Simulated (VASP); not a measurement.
# AlN (P6_3mc) in VASP: a series of runs

AlN is run at these levels: LDA; tasks: single point.

Everything below comes from runs of VASP 6.6.1. Logs are shortened: lines on timing, memory, paths and dates and some standing lists are left out, and cuts for length are marked.

**The experiment to reproduce.**

From “Structural and optical properties of self-assembled AlN nanowires grown on SiO2/Si substrates by molecular beam epitaxy”, 2024, arxiv:2402.00216, for a bulk crystal of AlN at 0 K: band gap 6.0343 eV (an exciton energy, a little under the gap).

How close the calculation comes is told below.

**1. The cell of the first run**

Symmetry: P6_3mc, No. 186, hexagonal system. The conventional cell has a = 3.048 Å, b = 3.048 Å, c = 4.860 Å, α = 90.00°, β = 90.00°, γ = 120.00°. Within 2.5 Å of Al (site symmetry 3m) lie 4 N at 1.85 to 1.86 Å. N (site symmetry 3m) has 4 Al at 1.85 to 1.86 Å within 2.5 Å.

**2. Single point, LDA**

File INCAR:

```
PREC     = Accurate       # precision mode
ENCUT    = 520            # plane-wave cutoff, eV
EDIFF    = 1E-6           # SCF threshold, eV
ISMEAR   = 0              # smearing method
SIGMA    = 0.01           # smearing width, eV
LREAL    = F              # projectors in reciprocal space
LASPH    = T              # aspherical terms in the spheres
NELM     = 80             # most SCF steps
ALGO     = Normal         # electronic algorithm
ISIF     = 2              # what is computed and relaxed
LWAVE    = F              # write WAVECAR
LCHARG   = F              # write CHGCAR
NBANDS   = 16             # bands
```

File KPOINTS:

```
Automatic mesh
0
Gamma
  8 8 4
```

File POSCAR:

```
AlN
1.0
    3.0475796681      0.0000000000      0.0000000000
   -1.5237898340      2.6392814126      0.0000000000
    0.0000000000      0.0000000000      4.8599978599
Al N
2 2
Direct
    0.3333333333      0.6666666667     -0.0015114335
    0.6666666667      0.3333333333      0.4984885665
    0.3333333333      0.6666666667      0.3815114335
    0.6666666667      0.3333333333      0.8815114335
```

Potentials or basis: VASP PAW LDA potentials, release 64 (Al, N).

Run with:

```
cat potpaw_LDA.64/Al/POTCAR potpaw_LDA.64/N/POTCAR > POTCAR
mpirun -np 1 vasp_std > vasp.out
```

OUTCAR:

```text
PREC = Accurate
   ENCUT = 520
   EDIFF = 1E-6
   ISMEAR = 0
   LREAL = F
   LASPH = T
   NELM = 80
   ISIF = 2

 ion  position               nearest neighbor table
   1  0.333  0.667  0.998-   4 1.85   4 1.85   4 1.85   3 1.86   2 3.00   2 3.00   2 3.00   2 3.00
                             2 3.00   2 3.00
   2  0.667  0.333  0.498-   3 1.85   3 1.85   3 1.85   4 1.86   1 3.00   1 3.00   1 3.00   1 3.00
                             1 3.00   1 3.00
   3  0.333  0.667  0.382-   2 1.85   2 1.85   2 1.85   1 1.86
   4  0.667  0.333  0.882-   1 1.85   1 1.85   1 1.85   2 1.86

  LATTYP: Found a hexagonal cell.
 ALAT       =     3.0475796681
 C/A-ratio  =     1.5947074036

  Lattice vectors:

 A1 = (   3.0475796681,   0.0000000000,   0.0000000000)
 A2 = (  -1.5237898340,   2.6392814126,   0.0000000000)
 A3 = (   0.0000000000,   0.0000000000,   4.8599978599)

Analysis of symmetry for initial positions (statically):
=====================================================================
 Subroutine PRICEL returns:
 Original cell was already a primitive cell.

 Routine SETGRP: Setting up the symmetry group for a
 hexagonal supercell.

 Subroutine GETGRP returns: Found 12 space group operations
 (whereof  6 operations were pure point group operations)
 out of a pool of 24 trial point group operations.

The static configuration has the point symmetry C_3v.
 The point group associated with its full space group is C_6v.

Analysis of symmetry for dynamics (positions and initial velocities):
=====================================================================
 Subroutine PRICEL returns:
 Original cell was already a primitive cell.

 Routine SETGRP: Setting up the symmetry group for a
 hexagonal supercell.

 Subroutine GETGRP returns: Found 12 space group operations
 (whereof  6 operations were pure point group operations)
 out of a pool of 24 trial point group operations.

The dynamic configuration has the point symmetry C_3v.
 The point group associated with its full space group is C_6v.

 Subroutine INISYM returns: Found 12 space group operations
 (whereof  6 operations are pure point group operations),
 and found     1 'primitive' translations

----------------------------------------------------------------------------------------

                                     Primitive cell

  volume of cell :      39.0910

  direct lattice vectors                    reciprocal lattice vectors
     3.047579668  0.000000000  0.000000000     0.328129240  0.189445505  0.000000000
    -1.523789834  2.639281413  0.000000000     0.000000000  0.378891010  0.000000000
     0.000000000  0.000000000  4.859997860     0.000000000  0.000000000  0.205761407

  length of vectors
     3.047579668  3.047579668  4.859997860     0.378891010  0.378891010  0.205761407

  position of ions in fractional coordinates (direct lattice)
     0.333333333  0.666666667  0.998488567
     0.666666667  0.333333333  0.498488567
     0.333333333  0.666666667  0.381511434
     0.666666667  0.333333333  0.881511434

  ion indices of the primitive-cell ions
   primitive index   ion index
                 1           1
                 2           2
                 3           3
                 4           4

----------------------------------------------------------------------------------------

 KPOINTS: Automatic mesh

Automatic generation of k-mesh.
 Grid dimensions read from file:
 generate k-points for:    8    8    4

 Generating k-lattice:

  Cartesian coordinates                     Fractional coordinates (reciprocal lattice)
     0.041016155  0.023680688  0.000000000     0.125000000  0.000000000  0.000000000
     0.000000000  0.047361376  0.000000000     0.000000000  0.125000000  0.000000000
     0.000000000  0.000000000  0.051440352     0.000000000  0.000000000  0.250000000

  Length of vectors
     0.047361376  0.047361376  0.051440352

  Shift w.r.t. Gamma in fractional coordinates (k-lattice)
     0.000000000  0.000000000  0.000000000

 Subroutine IBZKPT returns following result:
 ===========================================

 Found     30 irreducible k-points:

 Following reciprocal coordinates:
            Coordinates               Weight
  0.000000  0.000000  0.000000      1.000000
  0.125000  0.000000  0.000000      6.000000
  0.250000  0.000000  0.000000      6.000000
  0.375000  0.000000  0.000000      6.000000
  0.500000  0.000000  0.000000      3.000000
  0.125000  0.125000  0.000000      6.000000
[... 16 lines left out ...]
  0.250000  0.000000  0.500000      6.000000
  0.375000  0.000000  0.500000      6.000000
 [... further k-points ...]
   k-points           NKPTS =     30   k-points in BZ     NKDIM =     30   number of bands    NBANDS=     16
   number of dos      NEDOS =    301   number of ions     NIONS =      4
   total plane-waves  NPLWV =  20736
   dimension x,y,z NGX =    24 NGY =   24 NGZ =   36
   dimension x,y,z NGXF=    48 NGYF=   48 NGZF=   72
   ions per type =               2   2
   NGX,Y,Z   is equivalent  to a cutoff of  13.09, 13.09, 12.31 a.u.
   NGXF,Y,Z  is equivalent  to a cutoff of  26.18, 26.18, 24.63 a.u.
 SYSTEM =  unknown system
   PREC   = accura    normal or accurate (medium, high low for compatibility)
   ISTART =      0    job   : 0-new  1-cont  2-samecut
   ICHARG =      2    charge: 1-file 2-atom 10-const
   ISPIN  =      1    spin polarized calculation?
   LNONCOLLINEAR =      F non collinear calculations
   LSORBIT =      F    spin-orbit coupling
   LASPH  =      T    aspherical Exc in radial PAW
   ENCUT  =  520.0 eV  38.22 Ry    6.18 a.u.   5.67  5.67  9.04*2*pi/ulx,y,z
   NELM   =     80;   NELMIN=  2; NELMDL= -5     # of ELM steps
   EDIFF  = 0.1E-05   stopping-criterion for ELM
   LREAL  =      F    real-space projection
   EDIFFG = 0.1E-04   stopping-criterion for IOM
   NSW    =      0    number of steps for IOM
   IBRION =     -1    ionic relax: 0-MD 1-quasi-New 2-CG
   NFREE  =      0    steps in history (QN), initial steepest desc. (CG)
   ISIF   =      2    stress and relaxation
   ISYM   =      2    0-nonsym 1-usesym 2-fastsym
   POTIM  = 0.5000    time-step for ionic-motion
   TEBEG  =    0.0;   TEEND  =   0.0 temperature during run
   PSTRESS=    0.0 pullay stress
   NELECT =      16.0000    total number of electrons
   NUPDOWN=      -1.0000    fix difference up-down
   EMIN   =  10.00;   EMAX   =-10.00  energy-range for DOS
   EFERMI =   0.00;   METHOD = LEGACY
   ISMEAR =     0;   SIGMA  =   0.01  broadening in eV -4-tet -1-fermi 0-gaus
   EFERMI_NEDOS =   21; number of points for ismear=-14 and -15
   IALGO  =     38    algorithm
   IMIX   =      4    mixing-type and parameters
     AMIX     =   0.40;   BMIX     =  1.00
     AMIX_MAG =   1.60;   BMIX_MAG =  1.00
  volume/ion in A,a.u.               =       9.77        65.95
  Fermi-wavevector in a.u.,A,eV,Ry     =   1.215503  2.296967 20.101880  1.477446
  Thomas-Fermi vector in A             =   2.350887
   LORBIT       =      0    0 simple, 1 ext, 2 COOP (PROOUT), +10 PAW based schemes
   GGA     = CA    functional components
   LHFCALC =     F    Hartree Fock is set to
   AEXX    =    0.0000 exact exchange contribution
   IVDW    =     0    specifies the selected vdW correction
   LEPSILON=     F    determine dielectric tensor
   LRPA    =     F    only Hartree local field effects (RPA)
 non-spin polarized calculation
 Gauss-broadening in eV      SIGMA  =   0.01
  energy-cutoff  :      520.00
  volume of cell :       39.09
 maximum number of plane-waves:      1087
 NGX is ok and might be reduce to    24
   NGX = 11   NGY = 11   NGZ = 19

 number of electron      15.9999997 magnetization

 Free energy of the ion-electron system (eV)
  ---------------------------------------------------
  ext. energy  EPLUGINS =         0.00000000
  ---------------------------------------------------
  free energy    TOTEN  =       -32.77936051 eV

  energy without entropy =      -32.77936051  energy(sigma->0) =      -32.77936051

 E-fermi :   6.7061     XC(G=0): -11.5367

 val. band max:        6.5837478229   @ k =   0.0000   0.0000   0.0000
 cond. band min:      11.3792126706   @ k =   0.0000   0.0000   0.0000
 fundamental gap:      4.7954648476
 Fermi energy:         6.7061126284

 k-point     1 :       0.0000    0.0000    0.0000
  band No.  band energies     occupation
      1      -8.8950      2.00000
      2      -6.4406      2.00000
      3       0.2095      2.00000
      4       5.6217      2.00000
      5       5.6217      2.00000
      6       6.3030      2.00000
[... 8 lines left out ...]
     15      20.0770      0.00000
     16      20.1766      0.00000

 k-point     2 :       0.1250    0.0000    0.0000
  band No.  band energies     occupation
      1      -8.6779      2.00000
      2      -6.3174      2.00000
      3       0.4580      2.00000
      4       4.7173      2.00000
      5       5.3614      2.00000
      6       5.4956      2.00000
[... 8 lines left out ...]
     15      19.7143      0.00000
     16      19.9430      0.00000

 k-point     3 :       0.2500    0.0000    0.0000
  band No.  band energies     occupation
      1      -8.0678      2.00000
      2      -6.0252      2.00000
      3       1.1734      2.00000
      4       2.9118      2.00000
      5       4.0255      2.00000
      6       4.8698      2.00000
[... 8 lines left out ...]
     15      19.1738      0.00000
     16      20.1395      0.00000

 k-point     4 :       0.3750    0.0000    0.0000
  band No.  band energies     occupation
      1      -7.2271      2.00000
      2      -5.8184      2.00000
      3       1.3839      2.00000
      4       2.2291      2.00000
      5       2.7414      2.00000
      6       4.4723      2.00000
[... 8 lines left out ...]
     15      19.2609      0.00000
     16      21.8679      0.00000
[... 324 lines left out ...]
 k-point    22 :       0.1250    0.0000    0.5000
  band No.  band energies     occupation
      1      -7.7140      2.00000
      2      -7.7140      2.00000
      3       3.0574      2.00000
      4       3.0574      2.00000
      5       5.4108      2.00000
      6       5.4108      2.00000
[... 8 lines left out ...]
     15      18.7398      0.00000
     16      18.7398      0.00000

 k-point    23 :       0.2500    0.0000    0.5000
  band No.  band energies     occupation
      1      -7.1976      2.00000
      2      -7.1976      2.00000
      3       2.3821      2.00000
      4       2.3821      2.00000
      5       4.8655      2.00000
      6       4.8655      2.00000
[... 8 lines left out ...]
     15      19.7033      0.00000
     16      19.7033      0.00000

 k-point    24 :       0.3750    0.0000    0.5000
  band No.  band energies     occupation
      1      -6.5623      2.00000
      2      -6.5623      2.00000
      3       1.1960      2.00000
      4       1.1960      2.00000
      5       4.9944      2.00000
      6       4.9944      2.00000
[... 8 lines left out ...]
     15      20.1537      0.00000
     16      20.1537      0.00000

 [... further k-points ...]

------------------------ aborting loop because EDIFF is reached ----------------------------------------

  FORCE on cell =-STRESS in cart. coord.  units (eV):
  Direction    XX          YY          ZZ          XY          YZ          ZX
  --------------------------------------------------------------------------------------
  -------------------------------------------------------------------------------------
  Total        2.6337371      2.6337371      2.6271457      0.0000000      0.0000000      0.0000000
  in kB      107.9459001    107.9459001    107.6757463      0.0000000      0.0000000      0.0000000
  external PRESSURE =     107.8558489 kB  Pullay stress =       0.0000000 kB

 VOLUME and BASIS-vectors are now :
 -----------------------------------------------------------------------------
  energy-cutoff  :      520.00
  volume of cell :       39.09
      direct lattice vectors                 reciprocal lattice vectors
     3.047579668  0.000000000  0.000000000     0.328129240  0.189445505  0.000000000
    -1.523789834  2.639281413  0.000000000     0.000000000  0.378891010  0.000000000
     0.000000000  0.000000000  4.859997860     0.000000000  0.000000000  0.205761407

 POSITION                                       TOTAL-FORCE (eV/Angst)
 -----------------------------------------------------------------------------------
     -0.00000      1.75952      4.85265         0.000000     -0.000000     -0.000853
      1.52379      0.87976      2.42265        -0.000000      0.000000     -0.000853
     -0.00000      1.75952      1.85414        -0.000000      0.000000      0.000853
      1.52379      0.87976      4.28414         0.000000     -0.000000      0.000853
 -----------------------------------------------------------------------------------
    total drift:                               -0.000000     -0.000000      0.000016

  FREE ENERGIE OF THE ION-ELECTRON SYSTEM (eV)
  ---------------------------------------------------
  free  energy   TOTEN  =       -32.7793605110 eV

  energy  without entropy=      -32.7793605110  energy(sigma->0) =      -32.77936051
```

It took 5.4 s on 1 thread of Intel Xeon 6975P-C (Granite Rapids), shared host; peak memory 0.13 GiB.

What came out:

```yaml
Free_energy: -32.7794 eV
Pressure: 10.8 GPa
Band_gap_on_the_k_mesh: 4.80 eV, direct
```

A k mesh can miss the band edges.

**3. Single point, LDA**

This run uses another cell than the first one, of 9.58 Å³/atom, 0.981 times its volume.

File INCAR:

```
SYSTEM = AlN
ALGO = Normal ; EDIFF = 1E-6
ENCUT = 520 ; ISIF = 2
ISMEAR = 0 ; LASPH = .True.
LCHARG = .False. ; LREAL = .False.
LWAVE = .False. ; NBANDS = 16
NELM = 100 ; PREC = Accurate
SIGMA = 0.01
```

File KPOINTS:

```
k-points
0
Gamma
  8 8 4
  0 0 0
```

File POSCAR:

```
AlN
1.0
    3.0297051255      0.0000000000      0.0000000000
   -1.5148525628      2.6238016047      0.0000000000
    0.0000000000      0.0000000000      4.8225057304
Al N
2 2
Direct
    0.3333333333      0.6666666667     -0.0017916371
    0.6666666667      0.3333333333      0.4982083629
    0.3333333333      0.6666666667      0.3817916371
    0.6666666667      0.3333333333      0.8817916371
```

Potentials or basis: VASP PAW LDA potentials, release 64 (Al, N).

Run with:

```
cat potpaw_LDA.64/Al/POTCAR potpaw_LDA.64/N/POTCAR > POTCAR
mpirun -np 1 vasp_std > vasp.out
```

Run time: 5.4 s. Hardware: 1 thread of Intel Xeon 6975P-C (Granite Rapids), shared host; peak memory 0.14 GiB.

It converged, with:

```yaml
Free_energy: -32.7161 eV
Pressure: 15.9 GPa
Band_gap_on_the_k_mesh: 4.96 eV, direct
```

Levels at points of the mesh, in eV from the valence-band top:
```tsv
k point	band 4	band 5	band 6	band 7	band 8	band 9	band 10	band 11	band 12	band 13
(0.00, 0.00, 0.00)	-1.00	-1.00	-0.31	-0.31	0.00	4.96	7.20	11.18	11.45	11.45
(0.50, 0.00, 0.00)	-4.44	-3.63	-2.31	-1.97	-0.78	5.86	5.87	8.78	10.71	11.15
(0.00, 0.00, 0.50)	-3.49	-0.66	-0.66	-0.66	-0.66	7.11	7.11	10.83	10.83	11.79
(0.50, 0.00, 0.50)	-6.06	-1.63	-1.63	-1.48	-1.48	5.45	5.45	9.55	9.55	12.65
```

[end of part 1 of 2]
